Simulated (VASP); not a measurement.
Write the native input for VASP 6.6.1 that does the following.

```
Task                   : single point
Functional             : PBE
Potentials or basis    : VASP PAW PBE potentials, release 64 (Zr_sv)
Cutoff                 : 520 eV
k mesh                 : 16 × 16 × 16
Occupations            : gaussian, width 0.1 eV
Spin                   : no spin polarisation
Dipole correction      : no
Further INCAR settings : ALGO = Normal; EDIFF = 1e-07; NBANDS = 12
```

The structure of Zr lies in POSCAR:

```
Zr
1.0
    0.0000000000      2.1908903500      2.1908903500
    2.1908903500      0.0000000000      2.1908903500
    2.1908903500      2.1908903500      0.0000000000
Zr
1
Direct
    0.0000000000      0.0000000000      0.0000000000
```

This cell differs from its parent crystal: strained.

The input as run:

INCAR

```
SYSTEM = Zr
ALGO = Normal
EDIFF = 1E-7
ENCUT = 520
GGA = PE
ISIF = 2
ISMEAR = 0
LASPH = .True.
LCHARG = .True.
LELF = .True.
LREAL = .False.
LVHAR = .True.
LWAVE = .False.
NBANDS = 12
NELM = 60
PREC = Accurate
SIGMA = 0.1
```

KPOINTS

```
k-points
0
Gamma
  16 16 16
  0 0 0
```

Potentials or basis: VASP PAW PBE potentials, release 64 (Zr_sv).

Command:

```sh
$ cat potpaw_PBE.64/Zr_sv/POTCAR > POTCAR
$ mpirun -np 1 vasp_std > vasp.out
```

Results of the run:

* Pressure: 10.4 GPa
* Band gap on the k mesh: zero (band 6 reaches 11.07 eV, above the bottom of band 7 at 9.65 eV)

Caveat: the cell differs from its parent crystal (strained).

It took 14 s on 1 thread of Intel Xeon 6975P-C, with other jobs on the host, peak memory 0.16 GiB.
